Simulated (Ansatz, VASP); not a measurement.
# Two plane-wave programs on Yb

```xyz
1
Lattice="0.0000 2.6064 2.4128 2.6064 0.0000 2.4128 2.6064 2.6064 0.0000" Properties=species:S:1:pos:R:3 pbc="T T T"
Yb    0.0000    0.0000    0.0000
```

Alike in both runs: task single point; functional PBE; k mesh 16 × 16 × 16; occupations gaussian, width 0.15 eV; no spin polarisation.

|  | VASP | Ansatz |
| --- | --- | --- |
| version | VASP 6.6.1 | Ansatz 0.2.0 |
| potentials or method | VASP PAW PBE potentials, release 64 (Yb), cutoff 520 eV | scalar-relativistic, plane waves, PAW |
| valence electrons in the cell | 24 | 24 |

VASP gave:

- gap on the k mesh at the Fermi level (eV): none
- pressure (GPa): 2.4
- traceless stress, the component that is largest in VASP (GPa): -0.10

Question: Which values does Ansatz return?

Answer: gap on the k mesh at the Fermi level (eV): none; pressure (GPa): 1.7; traceless stress, the component that is largest in VASP (GPa): -0.10.

A gap of «none» marks a metal or a gap that the smearing closes. The functional is the same, so the differences come from potentials, cutoffs and numerics.

Spin-orbit coupling is off throughout.
